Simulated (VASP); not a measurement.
Wanted: the native input for a VASP 6.6.1 run.

- Task: single point
- Functional: LDA
- Potentials or basis: VASP PAW LDA potentials, release 64 (Cd, Se)
- Cutoff: 520 eV
- k mesh: 9 × 9 × 9
- Occupations: fermi-dirac, width 0.05 eV
- Spin: no spin polarisation
- Dipole correction: no
- Further INCAR settings: ALGO = Normal; EDIFF = 1e-06; NBANDS = 29

The structure of Cd3Se lies in POSCAR:

```
Cd3Se
1.0
   -2.0544696389      2.0544696389      6.1273929629
    2.0544696389     -2.0544696389      6.1273929629
    2.0544696389      2.0544696389     -6.1273929629
Cd Se
3 1
Direct
    0.5000000000      0.5000000000      0.0000000000
    0.2500000000      0.7500000000      0.5000000000
    0.7500000000      0.2500000000      0.5000000000
    0.0000000000      0.0000000000      0.0000000000
```

The input as run:

INCAR

```
SYSTEM = Cd3Se
PREC = Accurate
ENCUT = 520
EDIFF = 1E-6
ISMEAR = -1
SIGMA = 0.05
LREAL = .False.
LASPH = .True.
NELM = 60
ALGO = Normal
ISIF = 2
LWAVE = .False.
LCHARG = .False.
GGA = CA
NBANDS = 29
```

KPOINTS

```
regular mesh
0
Gamma
  9 9 9
  0 0 0
```

Potentials or basis: VASP PAW LDA potentials, release 64 (Cd, Se).

Command:

```sh
$ cat potpaw_LDA.64/Cd/POTCAR potpaw_LDA.64/Se/POTCAR > POTCAR
$ mpirun -np 1 vasp_std > vasp.out
```

Results of the run:

| Item | Value |
| --- | --- |
| Pressure | -5.9 GPa |
| Band gap on the k mesh | zero (band 21 reaches 2.44 eV, above the bottom of band 22 at 0.86 eV) |

Wall time 2.7 min on 1 thread of Intel(R) Xeon(R) 6975P-C (Granite Rapids), on a shared host, peak memory 0.38 GiB.
